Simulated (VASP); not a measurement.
# SiC3 (R3m) in VASP: single point with HSE06

Aim: the single point of SiC3 with HSE06.

Program: VASP 6.6.1. These are calculated values, not measurements. Logs are shortened: lines on timing, memory, paths and dates and some standing lists are left out, and cuts for length are marked.

## Step 1: The cell of the first run

Symmetry: R3m, No. 160, trigonal system. Conventional cell: a = 2.831 Å, b = 2.831 Å, c = 14.010 Å, α = 90.00°, β = 90.00°, γ = 120.00°. Within 2.3 Å of C (site symmetry 3m) lie 3 C at 1.72 Å and 1 Si at 1.89 Å. C (site symmetry 3m) has 1 C at 1.54 Å and 3 Si at 1.79 Å within 2.0 Å. C (site symmetry 3m) has 4 C at 1.54 to 1.72 Å within 2.0 Å. Si (site symmetry 3m) has 4 C at 1.79 to 1.89 Å within 2.4 Å.

## Step 2: Single point, HSE06

File POSCAR:

```
SiC3
1.0
    1.4154339595      0.8172011775      4.6700734293
   -1.4154339595      0.8172011775      4.6700734293
    0.0000000000     -1.6344023551      4.6700734293
C Si
3 1
Direct
    1.0082378924      0.0082378924      0.0082378924
    0.4889604674      0.4889604674      0.4889604674
    0.3791724033      0.3791724033      0.3791724033
    0.8736292368      0.8736292368      0.8736292368
```

File INCAR.step1:

```
  PREC = Accurate
  ENCUT = 520
  EDIFF = 1E-5
  ISMEAR = 0
  SIGMA = 0.01
  LREAL = F
  LASPH = T
  NELM = 60
  ALGO = Normal
  ISIF = 2
  LWAVE = T
  LCHARG = F
  GGA = PE
  NBANDS = 16
```

File INCAR.step2:

```
  PREC = Accurate
  ENCUT = 520
  EDIFF = 1E-7
  ISMEAR = 0
  SIGMA = 0.01
  LREAL = F
  LASPH = T
  NELM = 60
  ALGO = Normal
  ISIF = 2
  LWAVE = F
  LCHARG = F
  GGA = PE
  LHFCALC = T
  HFSCREEN = 0.2079
  PRECFOCK = Normal
  ISTART = 1
  NBANDS = 16
```

File KPOINTS:

```
regular mesh
0
Gamma
  6 6 6
```

Potentials or basis: VASP PAW PBE potentials, release 64 (C, Si).

Launch:

```sh
$ cat potpaw_PBE.64/C/POTCAR potpaw_PBE.64/Si/POTCAR > POTCAR
$ cp INCAR.step1 INCAR
$ mpirun -np 1 vasp_std > vasp.out
$ cp INCAR.step2 INCAR
$ mpirun -np 1 vasp_std > vasp.out
```

OUTCAR:

```text
PREC = Accurate
   ENCUT = 520
   EDIFF = 1E-7
   ISMEAR = 0
   LREAL = F
   LASPH = T
   NELM = 60
   ISIF = 2
   GGA = PE
   LHFCALC = T
   HFSCREEN = 0.2079
   PRECFOCK = Normal
   ISTART = 1

 ion  position               nearest neighbor table
   1  0.008  0.008  0.008-   3 1.72   3 1.72   3 1.72   4 1.89
   2  0.489  0.489  0.489-   3 1.54   4 1.79   4 1.79   4 1.79
   3  0.379  0.379  0.379-   2 1.54   1 1.72   1 1.72   1 1.72
   4  0.874  0.874  0.874-   2 1.79   2 1.79   2 1.79   1 1.89

  LATTYP: Found a trigonal (rhomboedric) cell.
 ALAT       =     4.9478133446
 COS(alpha) =     0.8363249046

  Lattice vectors:

 A1 = (   1.4154339595,   0.8172011775,   4.6700734293)
 A2 = (  -1.4154339595,   0.8172011775,   4.6700734293)
 A3 = (   0.0000000000,  -1.6344023551,   4.6700734293)

Analysis of symmetry for initial positions (statically):
=====================================================================
 Subroutine PRICEL returns:
 Original cell was already a primitive cell.

 Routine SETGRP: Setting up the symmetry group for a
 trigonal (rhombohedral) supercell.

 Subroutine GETGRP returns: Found  6 space group operations
 (whereof  6 operations were pure point group operations)
 out of a pool of 12 trial point group operations.

The static configuration has the point symmetry C_3v.

Analysis of symmetry for dynamics (positions and initial velocities):
=====================================================================
 Subroutine PRICEL returns:
 Original cell was already a primitive cell.

 Routine SETGRP: Setting up the symmetry group for a
 trigonal (rhombohedral) supercell.

 Subroutine GETGRP returns: Found  6 space group operations
 (whereof  6 operations were pure point group operations)
 out of a pool of 12 trial point group operations.

The dynamic configuration has the point symmetry C_3v.

 Subroutine INISYM returns: Found  6 space group operations
 (whereof  6 operations are pure point group operations),
 and found     1 'primitive' translations

[... 103 lines left out ...]
   NFREE  =      0    steps in history (QN), initial steepest desc. (CG)
   ISIF   =      2    stress and relaxation
   ISYM   =      3    0-nonsym 1-usesym 2-fastsym
   POTIM  = 0.5000    time-step for ionic-motion
   TEBEG  =    0.0;   TEEND  =   0.0 temperature during run
   PSTRESS=    0.0 pullay stress
   NELECT =      16.0000    total number of electrons
   NUPDOWN=      -1.0000    fix difference up-down
   EMIN   =  10.00;   EMAX   =-10.00  energy-range for DOS
   EFERMI =   0.00;   METHOD = LEGACY
   ISMEAR =     0;   SIGMA  =   0.01  broadening in eV -4-tet -1-fermi 0-gaus
   EFERMI_NEDOS =   21; number of points for ismear=-14 and -15
   IALGO  =     38    algorithm
   IMIX   =      1    mixing-type and parameters
     AMIX     =   0.40;   BMIX     =  1.00
     AMIX_MAG =   1.60;   BMIX_MAG =  1.00
  volume/ion in A,a.u.               =       8.10        54.68
  Fermi-wavevector in a.u.,A,eV,Ry     =   1.293849  2.445020 22.776773  1.674046
  Thomas-Fermi vector in A             =   2.425469
   LORBIT       =      0    0 simple, 1 ext, 2 COOP (PROOUT), +10 PAW based schemes
   GGA     = PE    functional components
   LHFCALC =     T    Hartree Fock is set to
   PRECFOCK=normal    Normal, Fast or Accurate (Low or Medium for compatibility)
   ENCUT4O =  -1.0   cutoff for four orbital integrals eV
   NKREDX  =     1    reduce k-point grid by
   NKREDY  =     1    reduce k-point grid by
   NKREDZ  =     1    reduce k-point grid by
   AEXX    =    0.2500 exact exchange contribution
   HFSCREEN=    0.2079 screening length (either q_TF or 0.3 A-1)
   HFSCREENC=   0.2079 screening length for correlation (either q_TF or 0.3 A-1)
   ENCUTFOCK=  -1.0 apply spherical cutoff to Coloumb kernel
   IVDW    =     0    specifies the selected vdW correction
   LEPSILON=     F    determine dielectric tensor
   LRPA    =     F    only Hartree local field effects (RPA)
 non-spin polarized calculation
 Gauss-broadening in eV      SIGMA  =   0.01
  energy-cutoff  :      520.00
  volume of cell :       32.41
 maximum number of plane-waves:       883
 NGX is ok and might be reduce to    40
  NGX = 28; NGY = 28; NGZ = 28

 number of electron      16.0000000 magnetization

 Free energy of the ion-electron system (eV)
  ---------------------------------------------------
  ext. energy  EPLUGINS =         0.00000000
  ---------------------------------------------------
  free energy    TOTEN  =       -36.09014065 eV

  energy without entropy =      -36.09014065  energy(sigma->0) =      -36.09014065

 E-fermi :   8.7049     XC(G=0):  -9.8705

 val. band max:        8.5810931586   @ k =   0.0000   0.0000   0.0000
 cond. band min:      11.1015288442   @ k =   0.5000   0.5000   0.0000
 fundamental gap:      2.5204356856
 Fermi energy:         8.7048628886

 k-point     1 :       0.0000    0.0000    0.0000
  band No.  band energies     occupation
      1     -11.7404      2.00000
      2      -6.6252      2.00000
      3      -3.7972      2.00000
      4       5.5472      2.00000
      5       5.5472      2.00000
      6       7.5143      2.00000
[... 433 lines left out ...]
      3      -2.8403      2.00000
      4      -0.6521      2.00000
      5       1.6939      2.00000
      6       2.9347      2.00000
[... 8 lines left out ...]
     15      22.5076      0.00000
     16      23.7803      0.00000

 [... further k-points ...]

------------------------ aborting loop because EDIFF is reached ----------------------------------------

  FORCE on cell =-STRESS in cart. coord.  units (eV):
  Direction    XX          YY          ZZ          XY          YZ          ZX
  --------------------------------------------------------------------------------------
  -------------------------------------------------------------------------------------
  Total       -0.7365355     -0.7365355     -0.6249488      0.0000000      0.0000000      0.0000000
  in kB      -36.4091640    -36.4091640    -30.8931004      0.0000000      0.0000000      0.0000000
  external PRESSURE =     -34.5704761 kB  Pullay stress =       0.0000000 kB

 VOLUME and BASIS-vectors are now :
 -----------------------------------------------------------------------------
  energy-cutoff  :      520.00
  volume of cell :       32.41
      direct lattice vectors                 reciprocal lattice vectors
     1.415433960  0.817201177  4.670073429     0.353248554  0.203948148  0.071376465
    -1.415433960  0.817201177  4.670073429    -0.353248554  0.203948148  0.071376465
     0.000000000 -1.634402355  4.670073429     0.000000000 -0.407896296  0.071376465

 POSITION                                       TOTAL-FORCE (eV/Angst)
 -----------------------------------------------------------------------------------
      0.00000     -0.00000      0.11541         0.000000     -0.000000      0.273088
      0.00000     -0.00000      6.85044         0.000000      0.000000     -0.112596
      0.00000     -0.00000      5.31229         0.000000      0.000000     -0.153760
      0.00000     -0.00000     12.23974         0.000000      0.000000     -0.006731
 -----------------------------------------------------------------------------------
    total drift:                                0.000000     -0.000000      0.000082

  FREE ENERGIE OF THE ION-ELECTRON SYSTEM (eV)
  ---------------------------------------------------
  free  energy   TOTEN  =       -36.0901406511 eV

  energy  without entropy=      -36.0901406511  energy(sigma->0) =      -36.09014065
```

OSZICAR.step1:

```text
N       E                     dE             d eps       ncg     rms          rms(c)
DAV:   1     0.220541036232E+02    0.22054E+02   -0.75588E+03  1024   0.928E+02
DAV:   2    -0.314113811796E+02   -0.53465E+02   -0.48167E+02  1464   0.163E+02
DAV:   3    -0.335337491242E+02   -0.21224E+01   -0.21114E+01  1296   0.292E+01
DAV:   4    -0.335460925590E+02   -0.12343E-01   -0.12341E-01  1328   0.271E+00
DAV:   5    -0.335462022536E+02   -0.10969E-03   -0.10969E-03  1280   0.235E-01    0.110E+01
DAV:   6    -0.312119153652E+02    0.23343E+01   -0.30810E+00  1288   0.146E+01    0.505E+00
DAV:   7    -0.310517452923E+02    0.16017E+00   -0.11376E+00  1344   0.725E+00    0.259E+00
DAV:   8    -0.310273288348E+02    0.24416E-01   -0.89385E-02  1304   0.218E+00    0.520E-01
DAV:   9    -0.310248316328E+02    0.24972E-02   -0.17389E-02  1320   0.113E+00    0.177E-01
DAV:  10    -0.310250832753E+02   -0.25164E-03   -0.20665E-03  1304   0.328E-01    0.574E-02
DAV:  11    -0.310251255203E+02   -0.42245E-04   -0.96812E-05  1320   0.756E-02    0.262E-02
DAV:  12    -0.310251403253E+02   -0.14805E-04   -0.23760E-05  1400   0.419E-02    0.743E-03
DAV:  13    -0.310251408276E+02   -0.50232E-06   -0.25055E-06   544   0.116E-02
   1 F= -.31025141E+02 E0= -.31025141E+02  d E =-.114471E-51
```

Run time: 2.2 h. Hardware: 1 thread of Intel Xeon Platinum 8488C (Sapphire Rapids), shared host; peak memory 0.33 GiB.

What came out:

```
Free energy            : -36.0901 eV
Pressure               : -3.5 GPa
Largest force          : 0.273 eV/Å
Band gap on the k mesh : 2.52 eV (least direct gap 4.31 eV)
```

Forces in eV/Å, atoms in the order of the input:
```
C    0.000  0.000  0.273
C    0.000  0.000 -0.113
C    0.000  0.000 -0.154
Si   0.000  0.000 -0.007
```

Caveat: the k points lie up to 0.43 Å⁻¹ apart; the PAW data sets were made with another functional, which shifts forces and pressure a little. A k mesh can miss the band edges.
